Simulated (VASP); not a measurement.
# Mg5Te (P6/mmm) in VASP: a series of runs, part 2 of 2

VASP 6.6.1.

### 4 Single point, PBE

This run uses another cell than the first one, of 26.86 Å³/atom.

INCAR reads:

```
SYSTEM = Mg5Te
ALGO = Fast ; EDIFF = 1E-6
ENCUT = 520 ; GGA = PE
ISIF = 2 ; ISMEAR = 0
LASPH = .True. ; LCHARG = .False.
LREAL = .False. ; LWAVE = .False.
NBANDS = 17 ; NELM = 60
PREC = Accurate ; SIGMA = 0.1
```

KPOINTS reads:

```
k-points
0
Gamma
  12 12 6
  0 0 0
```

POSCAR reads:

```
Mg5Te
1.0
    5.4039452847      0.0000000000      0.0000000000
   -2.7019726423      4.6799538972      0.0000000000
    0.0000000000      0.0000000000      6.3729571622
Mg Te
5 1
Direct
    0.3333333333      0.6666666667      0.0000000000
    0.6666666667      0.3333333333      0.0000000000
    0.3333333333      0.6666666667      0.5000000000
    0.6666666667      0.3333333333      0.5000000000
    0.0000000000      0.0000000000      0.5000000000
    0.0000000000      0.0000000000      0.0000000000
```

Potentials or basis: VASP PAW PBE potentials, release 64 (Mg, Te).

Run with:

```bash
$ cat potpaw_PBE.64/Mg/POTCAR potpaw_PBE.64/Te/POTCAR > POTCAR
$ mpirun -np 1 vasp_std > vasp.out
```

OUTCAR:

```text
SYSTEM = Mg5Te
   EDIFF = 1E-6
   ENCUT = 520
   GGA = PE
   ISIF = 2
   ISMEAR = 0
   LASPH = .True.
   LREAL = .False.
   NELM = 60
   PREC = Accurate

 ion  position               nearest neighbor table
   1  0.333  0.667  0.000-   6 3.12   2 3.12   2 3.12   6 3.12   6 3.12   2 3.12   3 3.19   3 3.19

   2  0.667  0.333  0.000-   6 3.12   1 3.12   1 3.12   6 3.12   6 3.12   1 3.12   4 3.19   4 3.19

[... 694 lines left out ...]
  --------------------------------------------------------------------------------------
  -------------------------------------------------------------------------------------
  Total       -0.1032402     -0.1032402     -0.0398193     -0.0000000      0.0000000      0.0000000
  in kB       -1.0262802     -1.0262802     -0.3958315     -0.0000000      0.0000000      0.0000000
  external PRESSURE =      -0.8161306 kB  Pullay stress =       0.0000000 kB

 VOLUME and BASIS-vectors are now :
 -----------------------------------------------------------------------------
  energy-cutoff  :      520.00
  volume of cell :      161.17
      direct lattice vectors                 reciprocal lattice vectors
     5.403945285  0.000000000  0.000000000     0.185049986  0.106838659  0.000000000
    -2.701972642  4.679953897  0.000000000     0.000000000  0.213677319  0.000000000
     0.000000000  0.000000000  6.372957162     0.000000000  0.000000000  0.156913027

 POSITION                                       TOTAL-FORCE (eV/Angst)
 -----------------------------------------------------------------------------------
     -0.00000      3.11997      0.00000        -0.000000     -0.000000     -0.000000
      2.70197      1.55998      0.00000         0.000000      0.000000      0.000000
     -0.00000      3.11997      3.18648        -0.000000      0.000000     -0.000000
      2.70197      1.55998      3.18648         0.000000     -0.000000      0.000000
      0.00000      0.00000      3.18648        -0.000000      0.000000     -0.000000
      0.00000      0.00000      0.00000        -0.000000      0.000000     -0.000000
 -----------------------------------------------------------------------------------
    total drift:                                0.000000     -0.000000      0.000000

  FREE ENERGIE OF THE ION-ELECTRON SYSTEM (eV)
  ---------------------------------------------------
  free  energy   TOTEN  =       -10.1469562600 eV

  energy  without entropy=      -10.1209973286  energy(sigma->0) =      -10.13397679
```

OSZICAR:

```text
N       E                     dE             d eps       ncg     rms          rms(c)
DAV:   1     0.225353911124E+02    0.22535E+02   -0.46676E+03  2584   0.683E+02
DAV:   2    -0.830534152027E+01   -0.30841E+02   -0.27976E+02  3357   0.838E+01
DAV:   3    -0.102921137879E+02   -0.19868E+01   -0.19489E+01  3277   0.186E+01
DAV:   4    -0.103198056217E+02   -0.27692E-01   -0.27663E-01  3221   0.275E+00
DAV:   5    -0.103202605098E+02   -0.45489E-03   -0.45488E-03  3386   0.403E-01    0.647E+00
RMM:   6    -0.101794474204E+02    0.14081E+00   -0.13360E-01  2625   0.111E+00    0.367E+00
RMM:   7    -0.101525689308E+02    0.26878E-01   -0.90390E-02  2748   0.100E+00    0.627E-01
RMM:   8    -0.101473106989E+02    0.52582E-02   -0.15594E-02  2749   0.484E-01    0.847E-02
RMM:   9    -0.101469676433E+02    0.34306E-03   -0.93218E-04  3056   0.164E-01    0.699E-02
RMM:  10    -0.101469563266E+02    0.11317E-04   -0.26696E-04  3081   0.812E-02    0.572E-02
RMM:  11    -0.101469621770E+02   -0.58505E-05   -0.53411E-05  3045   0.367E-02    0.346E-02
RMM:  12    -0.101469559820E+02    0.61950E-05   -0.22988E-05  3104   0.220E-02    0.438E-03
RMM:  13    -0.101469562600E+02   -0.27796E-06   -0.34577E-06  2854   0.969E-03
   1 F= -.10146956E+02 E0= -.10133977E+02  d E =-.259589E-01
```

Run time: 80 s. Hardware: 1 thread of Intel Xeon 6975P-C (Granite Rapids), shared host; peak memory 0.39 GiB.

Results:

```yaml
Free_energy: -10.1470 eV
Pressure: -0.1 GPa
Band_gap_on_the_k_mesh: zero (bands 8 and 9 overlap by 0.82 eV)
```

Levels at points of the mesh, in eV from the Fermi level:
| k point | band 6 | band 7 | band 8 | band 9 | band 10 | band 11 |
| --- | --- | --- | --- | --- | --- | --- |
| (0.00, 0.00, 0.00) | -1.84 | 0.03 | 0.03 | 0.73 | 0.73 | 1.73 |
| (0.50, 0.00, 0.00) | -2.36 | -1.35 | -0.66 | 0.19 | 1.36 | 1.59 |
| (0.00, 0.00, 0.50) | -1.57 | 0.65 | 0.65 | 1.06 | 1.06 | 1.09 |
| (0.50, 0.00, 0.50) | -1.72 | -1.22 | -0.50 | 0.85 | 1.22 | 2.65 |

Caveat: spin-orbit coupling is left out, which moves the levels of the heavy elements.

### 5 The runs side by side

```tsv
cell	k mesh	gap on the mesh (eV)	pressure (GPa)
a = 5.243, b = 5.243, c = 5.706 Å, angles 90.0, 90.0, 120.0°, 6 atoms	6 × 6 × 4	none	6.2
a = 5.405, b = 5.405, c = 6.311 Å, angles 90.0, 90.0, 120.0°, 6 atoms	6 × 6 × 4	none	0.1
a = 5.404, b = 5.404, c = 6.373 Å, angles 90.0, 90.0, 120.0°, 6 atoms	12 × 12 × 6	none	-0.1
```

Alike in all rows: task single point; level PBE; potentials or basis VASP PAW PBE potentials, release 64 (Mg, Te); no spin polarisation; cutoff (eV) 520; smearing gaussian 0.1 eV.

Caveats: spin-orbit coupling is left out, which moves the levels of the heavy elements; the cell stands under pressure (at least some runs); semilocal functionals underestimate gaps, so a narrow gap can read as zero (at least some runs).

Absolute energies hang on the potentials; compare differences alone.
